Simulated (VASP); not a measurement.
# Al7CrAs8 (F-43m) in VASP: single point with PBEsol+U

Aim: the single point of Al7CrAs8 with PBEsol+U.

All numbers are computed with VASP 6.6.1; they aren't measurements. Logs are shortened: lines on timing, memory, paths and dates and some standing lists are left out, and cuts for length are marked.

## Step 1: The cell of the first run

Symmetry: F-43m, No. 216, cubic system. Conventional cell: a = 11.322 Å, b = 11.322 Å, c = 11.322 Å, α = 90.00°, β = 90.00°, γ = 90.00°. Cr (site symmetry -43m) has 4 As at 2.47 Å within 3.3 Å. Within 3.2 Å of Al (site symmetry 2mm) lie 4 As at 2.45 Å. Al (site symmetry -43m) has 4 As at 2.45 Å within 3.2 Å. As (site symmetry 3m) has 3 Al at 2.45 Å and 1 Cr at 2.47 Å within 3.2 Å. As (site symmetry 3m) has 4 Al at 2.45 Å within 3.2 Å.

## Step 2: Single point, PBEsol+U, collinear spin, ferromagnetic start

The input, INCAR:

```
SYSTEM = Al7CrAs8
PREC = Accurate
ENCUT = 500
EDIFF = 1E-6
ISMEAR = 0
SIGMA = 0.05
LREAL = .FALSE.
LASPH = .TRUE.
NELM = 200
ALGO = Normal
ISIF = 2
LWAVE = .FALSE.
LCHARG = .FALSE.
ISPIN = 2
MAGMOM = 1.1 0 0 0 0 0 0 0 0 0 0 0 0 0 0 0
LORBIT = 11
LMAXMIX = 4
LDAU = .TRUE.
LDAUTYPE = 2
LDAUL = 2 -1 -1
LDAUU = 3 0 0
LDAUJ = 0 0 0
LDAUPRINT = 1
GGA = PS
NBANDS = 54
GGA_COMPAT = .FALSE.
```

The input, KPOINTS:

```
Automatic mesh
0
G
  3 3 3
  0 0 0
```

The input, POSCAR:

```
Al7CrAs8
1.0
    0.0000000000      5.6608000000      5.6608000000
    5.6608000000      0.0000000000      5.6608000000
    5.6608000000      5.6608000000      0.0000000000
Cr Al As
1 7 8
Direct
    0.0000000000      1.0000000000      0.0000000000
    0.9995700906      0.9995700906      0.5004299094
    0.9995700906      0.5004299094      0.9995700906
    0.9995700906      0.5004299094      0.5004299094
    0.5004299094      0.9995700906      0.9995700906
    0.5004299094      0.9995700906      0.5004299094
    0.5004299094      0.5004299094      0.9995700906
    0.5000000000      0.5000000000      0.5000000000
    0.1261499600      0.1261499600      0.1261499600
    0.1261499600      0.1261499600      0.6215501201
    0.1261499600      0.6215501201      0.1261499600
    0.1253317800      0.6248894067      0.6248894067
    0.6215501201      0.1261499600      0.1261499600
    0.6248894067      0.1253317800      0.6248894067
    0.6248894067      0.6248894067      0.1253317800
    0.6248894067      0.6248894067      0.6248894067
```

Potentials or basis: VASP PAW PBE potentials, release 64 (Cr_pv, Al, As).

Launch:

```sh
cat potpaw_PBE.64/Cr_pv/POTCAR potpaw_PBE.64/Al/POTCAR potpaw_PBE.64/As/POTCAR > POTCAR
mpirun -np 1 vasp_std > vasp.out
```

OUTCAR:

```text
SYSTEM = Al7CrAs8
   PREC = Accurate
   ENCUT = 500
   EDIFF = 1E-6
   ISMEAR = 0
   LREAL = .FALSE.
   LASPH = .TRUE.
   NELM = 200
   ISIF = 2
   ISPIN = 2
   LORBIT = 11
   GGA = PS

 ion  position               nearest neighbor table
   1  0.000  0.000  0.000-  10 2.47  11 2.47  13 2.47   9 2.47
   2  1.000  1.000  0.500-   9 2.45  10 2.45  12 2.45  14 2.45
   3  1.000  0.500  1.000-   9 2.45  11 2.45  12 2.45  15 2.45
   4  1.000  0.500  0.500-  10 2.45  11 2.45  16 2.45  12 2.45
   5  0.500  1.000  1.000-   9 2.45  13 2.45  14 2.45  15 2.45
   6  0.500  1.000  0.500-  10 2.45  13 2.45  16 2.45  14 2.45
[... 8 lines left out ...]
  15  0.625  0.625  0.125-   8 2.45   5 2.45   3 2.45   7 2.45
  16  0.625  0.625  0.625-   8 2.45   6 2.45   7 2.45   4 2.45

  LATTYP: Found a face centered cubic cell.
 ALAT       =    11.3216000000

  Lattice vectors:

 A1 = (   0.0000000000,   5.6608000000,   5.6608000000)
 A2 = (   5.6608000000,   0.0000000000,   5.6608000000)
 A3 = (   5.6608000000,   5.6608000000,   0.0000000000)

Analysis of symmetry for initial positions (statically):
=====================================================================
 Subroutine PRICEL returns:
 Original cell was already a primitive cell.

 Routine SETGRP: Setting up the symmetry group for a
 face centered cubic supercell.

 Subroutine GETGRP returns: Found 24 space group operations
 (whereof 24 operations were pure point group operations)
 out of a pool of 48 trial point group operations.

The static configuration has the point symmetry T_d .

Analysis of symmetry for dynamics (positions and initial velocities):
=====================================================================
 Subroutine PRICEL returns:
 Original cell was already a primitive cell.

 Routine SETGRP: Setting up the symmetry group for a
 face centered cubic supercell.

 Subroutine GETGRP returns: Found 24 space group operations
 (whereof 24 operations were pure point group operations)
 out of a pool of 48 trial point group operations.

The dynamic configuration has the point symmetry T_d .

Analysis of structural, dynamic, and magnetic symmetry:
=====================================================================
 Subroutine PRICEL returns:
 Original cell was already a primitive cell.

 Routine SETGRP: Setting up the symmetry group for a
 face centered cubic supercell.

 Subroutine GETGRP returns: Found 24 space group operations
 (whereof 24 operations were pure point group operations)
 out of a pool of 48 trial point group operations.

The overall configuration has the point symmetry T_d .

 Subroutine INISYM returns: Found 24 space group operations
 (whereof 24 operations are pure point group operations),
 and found     1 'primitive' translations

----------------------------------------------------------------------------------------

                                     Primitive cell

  volume of cell :     362.7968

  direct lattice vectors                    reciprocal lattice vectors
     0.000000000  5.660800000  5.660800000    -0.088326738  0.088326738  0.088326738
     5.660800000  0.000000000  5.660800000     0.088326738 -0.088326738  0.088326738
     5.660800000  5.660800000  0.000000000     0.088326738  0.088326738 -0.088326738

  length of vectors
     8.005580134  8.005580134  8.005580134     0.152986398  0.152986398  0.152986398

  position of ions in fractional coordinates (direct lattice)
     0.000000000  0.000000000  0.000000000
     0.999570091  0.999570091  0.500429909
     0.999570091  0.500429909  0.999570091
     0.999570091  0.500429909  0.500429909
     0.500429909  0.999570091  0.999570091
     0.500429909  0.999570091  0.500429909
[... 8 lines left out ...]
     0.624889407  0.624889407  0.125331780
     0.624889407  0.624889407  0.624889407

  ion indices of the primitive-cell ions
   primitive index   ion index
                 1           1
                 2           2
                 3           3
[... 96 lines left out ...]
   IVDW    =     0    specifies the selected vdW correction
   LEPSILON=     F    determine dielectric tensor
   LRPA    =     F    only Hartree local field effects (RPA)
 spin polarized calculation
 Gauss-broadening in eV      SIGMA  =   0.05
  energy-cutoff  :      500.00
  volume of cell :      362.80
 maximum number of plane-waves:      9257
 NGX is ok and might be reduce to    60
   NGX = 29   NGY = 29   NGZ = 29

atom =   1  type =  1  l = 2

 onsite density matrix

spin component  1

  0.6895  0.0000 -0.0000  0.0000  0.0000
  0.0000  0.6895 -0.0000  0.0000  0.0000
 -0.0000 -0.0000  0.8839  0.0000  0.0000
  0.0000  0.0000  0.0000  0.6895  0.0000
  0.0000  0.0000  0.0000  0.0000  0.8839

spin component  2

  0.0943 -0.0000  0.0000 -0.0000  0.0000
 -0.0000  0.0943  0.0000 -0.0000 -0.0000
  0.0000  0.0000  0.0195 -0.0000  0.0000
 -0.0000 -0.0000 -0.0000  0.0943  0.0000
  0.0000 -0.0000  0.0000  0.0000  0.0195

 occupancies and eigenvectors

  o =  0.0195  v =  0.0000  0.0000  0.0000  0.0000  0.0000  0.0000  0.0000 -0.0028 -0.0000  1.0000      0.0000  0.0000  0.0000  0.0000  0.0000  0.0000  0.0000  0.0000  0.0000  0.0000
  o =  0.0195  v =  0.0000  0.0000  0.0000  0.0000  0.0000  0.0000 -0.0000  1.0000  0.0000  0.0028      0.0000  0.0000  0.0000  0.0000  0.0000  0.0000  0.0000  0.0000  0.0000  0.0000
  o =  0.0943  v =  0.0000  0.0000  0.0000  0.0000  0.0000  0.0000  0.9989  0.0000  0.0477 -0.0000      0.0000  0.0000  0.0000  0.0000  0.0000  0.0000  0.0000  0.0000  0.0000  0.0000
  o =  0.0943  v =  0.0000  0.0000  0.0000  0.0000  0.0000  1.0000  0.0000  0.0000  0.0000  0.0000      0.0000  0.0000  0.0000  0.0000  0.0000  0.0000  0.0000  0.0000  0.0000  0.0000
  o =  0.0943  v =  0.0000  0.0000  0.0000  0.0000  0.0000  0.0000  0.0477  0.0000 -0.9989 -0.0000      0.0000  0.0000  0.0000  0.0000  0.0000  0.0000  0.0000  0.0000  0.0000  0.0000
  o =  0.6895  v =  0.0000 -0.5031 -0.0000  0.8642 -0.0000  0.0000  0.0000  0.0000  0.0000  0.0000      0.0000  0.0000  0.0000  0.0000  0.0000  0.0000  0.0000  0.0000  0.0000  0.0000
  o =  0.6895  v =  0.0000 -0.8642  0.0000 -0.5031  0.0000  0.0000  0.0000  0.0000  0.0000  0.0000      0.0000  0.0000  0.0000  0.0000  0.0000  0.0000  0.0000  0.0000  0.0000  0.0000
  o =  0.6895  v =  1.0000  0.0000  0.0000  0.0000  0.0000  0.0000  0.0000  0.0000  0.0000  0.0000      0.0000  0.0000  0.0000  0.0000  0.0000  0.0000  0.0000  0.0000  0.0000  0.0000
  o =  0.8839  v =  0.0000 -0.0000  1.0000  0.0000 -0.0000  0.0000  0.0000  0.0000  0.0000  0.0000      0.0000  0.0000  0.0000  0.0000  0.0000  0.0000  0.0000  0.0000  0.0000  0.0000
  o =  0.8839  v =  0.0000 -0.0000  0.0000  0.0000  1.0000  0.0000  0.0000  0.0000  0.0000  0.0000      0.0000  0.0000  0.0000  0.0000  0.0000  0.0000  0.0000  0.0000  0.0000  0.0000

 number of electron      73.0000010 magnetization       2.9992216

 Free energy of the ion-electron system (eV)
  ---------------------------------------------------
  ext. energy  EPLUGINS =         0.00000000
  ---------------------------------------------------
  free energy    TOTEN  =       -82.43197973 eV

  energy without entropy =      -82.42922802  energy(sigma->0) =      -82.43060388

 E-fermi :   3.8447     XC(G=0):  -9.2638

 val. band max:        3.7538505441   @ k =  -0.3333   0.3333   0.0000
 cond. band min:       3.8924926107   @ k =  -0.3333   0.3333   0.0000
 fundamental gap:      0.1386420666
 Fermi energy:         3.8447494613

 spin component 1

 k-point     1 :       0.0000    0.0000    0.0000
  band No.  band energies     occupation
      1     -39.5979      1.00000
      2     -39.5979      1.00000
      3     -39.5979      1.00000
      4      -8.0331      1.00000
      5      -6.6571      1.00000
      6      -6.6571      1.00000
[... 193 lines left out ...]
     47       7.9612      0.00000
     48       7.9917      0.00000
 Fermi energy:         3.8447494613

 spin component 2

 k-point     1 :       0.0000    0.0000    0.0000
  band No.  band energies     occupation
      1     -36.1010      1.00000
      2     -36.1010      1.00000
      3     -36.1010      1.00000
      4      -8.0718      1.00000
      5      -6.7054      1.00000
      6      -6.7054      1.00000
[... 193 lines left out ...]
     47       8.2266      0.00000
     48       8.2691      0.00000
 [bands above 48 left out]

------------------------ aborting loop because EDIFF is reached ----------------------------------------

  FORCE on cell =-STRESS in cart. coord.  units (eV):
  Direction    XX          YY          ZZ          XY          YZ          ZX
  --------------------------------------------------------------------------------------
  -------------------------------------------------------------------------------------
  Total        2.7228937      2.7228937      2.7228937      0.0000000      0.0000000      0.0000000
  in kB       12.0247993     12.0247993     12.0247993      0.0000000      0.0000000      0.0000000
  external PRESSURE =      12.0247993 kB  Pullay stress =       0.0000000 kB

 VOLUME and BASIS-vectors are now :
 -----------------------------------------------------------------------------
  energy-cutoff  :      500.00
  volume of cell :      362.80
      direct lattice vectors                 reciprocal lattice vectors
     0.000000000  5.660800000  5.660800000    -0.088326738  0.088326738  0.088326738
     5.660800000  0.000000000  5.660800000     0.088326738 -0.088326738  0.088326738
     5.660800000  5.660800000  0.000000000     0.088326738  0.088326738 -0.088326738

 POSITION                                       TOTAL-FORCE (eV/Angst)
 -----------------------------------------------------------------------------------
      0.00000      0.00000      0.00000        -0.000000     -0.000000     -0.000000
      8.49120      8.49120     11.31673        -0.000000     -0.000000      0.010031
      8.49120     11.31673      8.49120        -0.000000      0.010031     -0.000000
      5.66567      8.49120      8.49120        -0.010031     -0.000000     -0.000000
     11.31673      8.49120      8.49120         0.010031     -0.000000     -0.000000
      8.49120      5.66567      8.49120        -0.000000     -0.010031     -0.000000
[... 8 lines left out ...]
      4.24685      4.24685      7.07475        -0.003573     -0.003573      0.003573
      7.07475      7.07475      7.07475         0.003573      0.003573      0.003573
 -----------------------------------------------------------------------------------
    total drift:                               -0.000000     -0.000000      0.000000

  FREE ENERGIE OF THE ION-ELECTRON SYSTEM (eV)
  ---------------------------------------------------
  free  energy   TOTEN  =       -82.4319797283 eV

  energy  without entropy=      -82.4292280230  energy(sigma->0) =      -82.43060388

 total charge

# of ion       s       p       d       tot
------------------------------------------
    1        0.307   6.202   4.135  10.644
    2        0.404   0.369   0.000   0.772
    3        0.404   0.369   0.000   0.772
    4        0.404   0.369   0.000   0.772
    5        0.404   0.369   0.000   0.772
    6        0.404   0.369   0.000   0.772
[... 8 lines left out ...]
   15        1.196   1.685   0.024   2.905
   16        1.196   1.685   0.024   2.905
--------------------------------------------------
tot         12.754  22.143   4.339  39.237

 magnetization (x)

# of ion       s       p       d       tot
------------------------------------------
    1        0.037  -0.000   3.502   3.539
    2        0.004   0.001   0.000   0.005
    3        0.004   0.001   0.000   0.005
    4        0.004   0.001   0.000   0.005
    5        0.004   0.001   0.000   0.005
    6        0.004   0.001   0.000   0.005
[... 8 lines left out ...]
   15        0.000  -0.005   0.000  -0.005
   16        0.000  -0.005   0.000  -0.005
--------------------------------------------------
tot          0.041  -0.518   3.528   3.051
```

Run time: 11 min. Hardware: 1 thread of Intel Xeon 8259CL, shared host; peak memory 0.72 GiB.

Results:

- Free energy: -82.4320 eV
- Pressure: 1.2 GPa
- Largest force: 0.053 eV/Å
- Band gap on the k mesh: zero (filled and empty bands overlap)
- Net moment: 3.00 μB per cell
- Site moments: Cr +3.54; Al +0.01, +0.00 (each value once); As -0.12, -0.01 (each value once) μB
- Valence electrons inside the program's atomic spheres: Cr 10.64; Al 0.77; As 2.89, 2.90 (each value once)

Forces in eV/Å, atoms in the order of the input:
```
Cr   0.000  0.000  0.000
Al   0.000  0.000  0.010
Al   0.000  0.010  0.000
Al  -0.010  0.000  0.000
Al   0.010  0.000  0.000
Al   0.000 -0.010  0.000
Al   0.000  0.000 -0.010
Al   0.000  0.000  0.000
As  -0.031 -0.031 -0.031
As   0.031  0.031 -0.031
As   0.031 -0.031  0.031
As   0.004 -0.004 -0.004
As  -0.031  0.031  0.031
As  -0.004  0.004 -0.004
As  -0.004 -0.004  0.004
As   0.004  0.004  0.004
```

Eigenvalues of the final occupation matrices:
```csv
site,spin,trace,eigenvalues
site 1 d,1,3.84,0.69 0.69 0.69 0.88 0.88
site 1 d,2,0.32,0.02 0.02 0.09 0.09 0.09
```

Caveat: the PAW data sets were made with another functional, which shifts forces and pressure a little; a cell with one magnetic atom can't hold antiferromagnetic order, which such compounds often take; the U is typed as a test and isn't derived for this compound.
